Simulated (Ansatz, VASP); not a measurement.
# CuI: VASP beside Ansatz

INCAR

```
PREC = Accurate
ENCUT = 520
EDIFF = 1E-6
ISMEAR = -1
SIGMA = 0.03
LREAL = False
LASPH = True
NELM = 100
ALGO = Normal
ISIF = 2
LWAVE = False
LCHARG = False
GGA = PE
NBANDS = 16
```

KPOINTS

```
regular mesh
0
Gamma
  9 9 9
```

The input POSCAR:

```
CuI
1.0
    0.0000000000      3.0515767440      3.0515767440
    3.0515767440      0.0000000000      3.0515767440
    3.0515767440      3.0515767440      0.0000000000
Cu I
1 1
Direct
    0.7500000000      0.7500000000      0.7500000000
    0.0000000000      0.0000000000      0.0000000000
```

Input for Ansatz:

```yaml
crystal:
  lattice:
    - [0.0, 3.051576744, 3.051576744]
    - [3.051576744, 0.0, 3.051576744]
    - [3.051576744, 3.051576744, 0.0]
  atoms:
    - { symbol: Cu, position: [0.75, 0.75, 0.75] }
    - { symbol: I, position: [0.0, 0.0, 0.0] }
kpoints:
  mp_grid: { grid: [9, 9, 9] }
scf:
  occupations: { method: fermi_dirac, width: 0.03 }
hamiltonian:
  xc: pbe
  pseudopotentials: { kind: all_electron, lapw: { basis_error: 0.001 } }
output:
  forces: true
  stress: true
  eigenvalues: true
```

Change from the starting cell: volume scaled by 1.02.

Alike in both runs: task single point; functional PBE; k mesh 9 × 9 × 9; occupations fermi-dirac, width 0.03 eV; no spin polarisation.

```csv
,VASP,Ansatz
version,VASP 6.6.1,Ansatz 0.2.0
potentials or method,"VASP PAW PBE potentials, release 64 (Cu, I), cutoff 520 eV","all-electron LAPW, scalar-relativistic"
```

Ansatz gave:

* pressure (GPa): -0.4

Question: Estimate VASP's values.

Answer: Pressure (GPa): -0.3.

Ansatz ran all-electron here, and VASP with PAW potentials.

Neither program's run includes spin-orbit coupling.
